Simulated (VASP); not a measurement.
Crystal: Nb.

```
CELL_PARAMETERS angstrom
-1.66395 1.66395 1.66395
1.66395 -1.66395 1.66395
1.66395 1.66395 -1.66395
ATOMIC_POSITIONS crystal
Nb 0.00000 0.00000 0.00000
```

```yaml
Program: VASP 6.6.1
Task: relaxation of cell and atoms
Functional: LDA
Potentials_or_basis: VASP PAW LDA potentials, release 64 (Nb_sv)
Cutoff: 600 eV
k_mesh: 7 × 7 × 7
Occupations: fermi-dirac, width 0.1 eV
Spin: no spin polarisation
```

At the start: pressure -11.7 GPa; volume 18.43 Å³/atom.

How do energy, volume and symmetry change on relaxing?

Over 4 steps the energy falls by 50.2 meV/atom and the volume is 17.13 Å³/atom (-7.1 %); space group Im-3m (No. 229, to 0.05 Å).

Step by step:
| step | energy change (eV) | largest force (eV/Å) | pressure (GPa) | volume (Å³) |
| --- | --- | --- | --- | --- |
| 1 | 0.0000 | 0.0000 | -11.71 | 18.43 |
| 2 | 0.1165 | 0.0000 | 28.51 | 15.06 |
| 3 | -0.0501 | 0.0000 | -0.51 | 17.17 |
| 4 | -0.0502 | 0.0000 | -0.06 | 17.13 |

Final structure:
```
Nb
1.0
    -1.62387    1.62387    1.62387
     1.62387   -1.62387    1.62387
     1.62387    1.62387   -1.62387
Nb
1
Cartesian
  1.6239 1.6239 1.6239
```

Caveat: the k points lie up to 0.39 Å⁻¹ apart in the final cell.
